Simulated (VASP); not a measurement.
Input of a VASP 6.6.1 run:

The input INCAR:

```
SYSTEM = Mo
ALGO = Fast ; EDIFF = 1E-7
ENCUT = 520 ; GGA = PE
ISIF = 2 ; ISMEAR = 0
LASPH = .TRUE. ; LCHARG = .TRUE.
LELF = .TRUE. ; LREAL = .FALSE.
LVHAR = .TRUE. ; LWAVE = .FALSE.
NBANDS = 13 ; NELM = 60
PREC = Accurate ; SIGMA = 0.15
```

File KPOINTS:

```
k-points
0
G
  22 22 22
  0 0 0
```

Contents of POSCAR:

```
Mo
1.0
   -1.4453200000      1.4453200000      1.5081600000
    1.4453200000     -1.4453200000      1.5081600000
    1.4453200000      1.4453200000     -1.5081600000
Mo
1
Direct
    0.0000000000      0.0000000000      0.0000000000
```

Potentials or basis: VASP PAW PBE potentials, release 64 (Mo_sv).

The run is started by

```bash
$ cat potpaw_PBE.64/Mo_sv/POTCAR > POTCAR
$ mpirun -np 1 vasp_std > vasp.out
```

Q: Predict the band gap on the k mesh.

A: Zero (bands 7 and 8 overlap by 6.78 eV).

Q: Estimate the pressure.

A: 94.6 GPa.

Stress tensor (GPa, compression positive):
```
101.31   0.00   0.00
  0.00 101.31   0.00
  0.00   0.00  81.04
```

Caveat: the cell differs from its parent crystal (strain -0.080 along x and y, -0.040 along z); the cell stands under pressure.
